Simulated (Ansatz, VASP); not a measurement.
# WSe2: VASP beside Ansatz

INCAR

```
SYSTEM = WSe2
PREC     = Accurate       ! precision mode
ENCUT    = 520            ! plane-wave cutoff, eV
EDIFF    = 1E-6           ! SCF threshold, eV
ISMEAR   = -1             ! smearing method
SIGMA    = 0.02           ! smearing width, eV
LREAL    = .False.        ! projectors in reciprocal space
LASPH    = .True.         ! aspherical terms in the spheres
NELM     = 80             ! most SCF steps
ALGO     = Normal         ! electronic algorithm
ISIF     = 2              ! what is computed and relaxed
LWAVE    = .False.        ! write WAVECAR
LCHARG   = .True.         ! write CHGCAR
GGA      = PE             ! functional
LELF     = .True.         ! ELF
LVHAR    = .True.       
NBANDS   = 35             ! bands
```

Contents of KPOINTS:

```
Automatic mesh
0
Gamma
  12 12 2
  0 0 0
```

Contents of POSCAR:

```
WSe2
1.0
    3.3326641206      0.0000000000      0.0000000000
   -1.6663320603      2.8861717907      0.0000000000
    0.0000000000      0.0000000000     13.2801879168
W Se
2 4
Direct
    0.3333333333      0.6666666667      0.2500000000
    0.6666666667      0.3333333333      0.7500000000
    0.6666666667      0.3333333333      0.3746484132
    0.6666666667      0.3333333333      0.1253515868
    0.3333333333      0.6666666667      0.8746484132
    0.3333333333      0.6666666667      0.6253515868
```

Input for Ansatz:

```yaml
crystal:
  lattice:
    - [3.3326641206, 0.0, 0.0]
    - [-1.6663320603, 2.8861717907, 0.0]
    - [0.0, 0.0, 13.2801879168]
  atoms:
    - { symbol: W, position: [0.3333333333, 0.6666666667, 0.25] }
    - { symbol: W, position: [0.6666666667, 0.3333333333, 0.75] }
    - { symbol: Se, position: [0.6666666667, 0.3333333333, 0.3746484132] }
    - { symbol: Se, position: [0.6666666667, 0.3333333333, 0.1253515868] }
    - { symbol: Se, position: [0.3333333333, 0.6666666667, 0.8746484132] }
    - { symbol: Se, position: [0.3333333333, 0.6666666667, 0.6253515868] }
kpoints:
  mp_grid: { grid: [12, 12, 2] }
  band_path:
    path:
      - [0.0, 0.0, 0.0]
      - [0.5, 0.0, 0.0]
      - [0.3333333333, 0.3333333333, 0.0]
      - [0.0, 0.0, 0.5]
      - [0.5, 0.0, 0.5]
      - [0.3333333333, 0.3333333333, 0.5]
      - [0.179687, 0.179688, 0.0]
    npoints: 1
hamiltonian:
  xc: pbe
scf:
  occupations: { method: fermi_dirac, width: 0.02 }
  n_extra_bands: 5
output:
  forces: true
  stress: true
  eigenvalues: true
```

Change from the starting cell: hydrostatic strain +1.0%.

Alike in both runs: task single point; functional PBE; k mesh 12 × 12 × 2; occupations fermi-dirac, width 0.02 eV; no spin polarisation.

```csv
,VASP,Ansatz
version,VASP 6.6.1,Ansatz 0.2.0
potentials or method,"VASP PAW PBE potentials, release 64 (W_sv, Se)","plane waves, PAW"
plane-wave cutoff (eV),520,420
valence electrons in the cell,52,92
```

|  | VASP | Ansatz | Ansatz less VASP |
| --- | --- | --- | --- |
| gap on the k mesh at the Fermi level (eV) | 1.08 | 1.08 | +0.004 |
| pressure (GPa) | 1.8 | 1.5 | -0.29 |
| traceless stress, the component that is largest in VASP (GPa) | 2.22 | 2.14 | -0.074 |
| rms of the force components (eV/Å) | 0.144 | 0.123 | -0.0217 |

Atom by atom the forces differ by 0.022 eV/Å (rms over components). VASP's potentials hold 52 valence electrons a cell and Ansatz's 92, so a difference there can come from the potentials and not from the codes.

Neither program's run includes spin-orbit coupling.
